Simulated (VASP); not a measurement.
Here is a VASP 6.6.1 calculation.

INCAR

```
SYSTEM = BN
ALGO = Normal ; EDIFF = 1E-6
ENCUT = 520 ; GGA = PE
ISIF = 2 ; ISMEAR = 0
LASPH = .TRUE. ; LCHARG = .FALSE.
LREAL = .FALSE. ; LWAVE = .FALSE.
NBANDS = 36 ; NELM = 60
PREC = Accurate ; SIGMA = 0.05
```

The input KPOINTS:

```
k-points
0
G
  10 10 2
  0 0 0
```

POSCAR

```
BN
1.0
    1.8123485118     -1.8123485118      0.0000000000
    1.8123485118      0.0000000000     -1.8123485118
    8.4575055654      6.6453382884      6.6453382884
B N
6 6
Direct
    0.8680798600     -0.1319201400      0.3958000000
    0.2569631933      0.2569631933      0.2291333333
    0.4791965267      0.4791965267      0.5624666667
    0.7014298600      0.7014298600      0.8958000000
    0.0903131933      0.0903131933      0.7291333333
    0.6458465267      0.6458465267      0.0624666667
    0.5208590267      0.5208590267      0.4374666667
   -0.0902576400     -0.0902576400      0.2708000000
    0.1319756933      0.1319756933      0.6041333333
    0.3542090267      0.3542090267      0.9374666667
   -0.2569076400     -0.2569076400      0.7708000000
    0.2986256933      0.2986256933      0.1041333333
```

Potentials or basis: VASP PAW PBE potentials, release 64 (B, N).

Command:

```sh
$ cat potpaw_PBE.64/B/POTCAR potpaw_PBE.64/N/POTCAR > POTCAR
$ mpirun -np 1 vasp_std > vasp.out
```

Task: Predict the pressure.

Result: 5.0 GPa.

Task: Predict the largest force.

Result: 4.429 eV/Å.

Forces on the atoms (eV/Å):
```
B    0.130  0.130  0.130
B    0.451  0.451  0.451
B    0.130  0.130  0.130
B   -0.137 -0.137 -0.137
B    0.131  0.131  0.131
B    0.933  0.934  0.934
N   -0.131 -0.131 -0.131
N   -0.128 -0.128 -0.128
N   -0.136 -0.136 -0.136
N   -2.556 -2.558 -2.558
N   -0.335 -0.335 -0.335
N    1.647  1.648  1.648
```

Caveat: the cell differs from its parent crystal (the part above a cut slid along it); the cell stands under pressure; forces of over 1 eV/Å act on the atoms, so gaps and moduli don't describe the material at rest.
